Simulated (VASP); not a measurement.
Here is a VASP 6.6.1 calculation.

Contents of INCAR:

```
SYSTEM = CsRh2
ALGO = Fast
EDIFF = 1E-6
ENCUT = 520
GGA = PE
ISIF = 2
ISMEAR = 0
LASPH = .TRUE.
LCHARG = .FALSE.
LREAL = .FALSE.
LWAVE = .FALSE.
NBANDS = 26
NELM = 60
PREC = Accurate
SIGMA = 0.1
```

File KPOINTS:

```
k-points
0
G
  10 10 16
  0 0 0
```

POSCAR

```
CsRh2
1.0
    2.3423190719     -6.2907426576      0.0000000000
    2.3423190719      6.2907426576      0.0000000000
    0.0000000000      0.0000000000      3.0825057778
Cs Rh
1 2
Direct
    0.5000000000      0.5000000000      0.0000000000
    0.0000000000      0.5000000000      0.0000000000
    0.5000000000      0.0000000000      0.0000000000
```

Potentials or basis: VASP PAW PBE potentials, release 64 (Cs_sv, Rh_pv).

Launch:

```bash
$ cat potpaw_PBE.64/Cs_sv/POTCAR potpaw_PBE.64/Rh_pv/POTCAR > POTCAR
$ mpirun -np 1 vasp_std > vasp.out
```

(1) Predict the pressure.

(2) Estimate the band gap on the k mesh.

Results:

(1) 0.2 GPa.

(2) zero (an odd number of electrons rules out a gap without spin polarisation).

Caveat: spin-orbit coupling is left out, which moves the levels of the heavy elements.
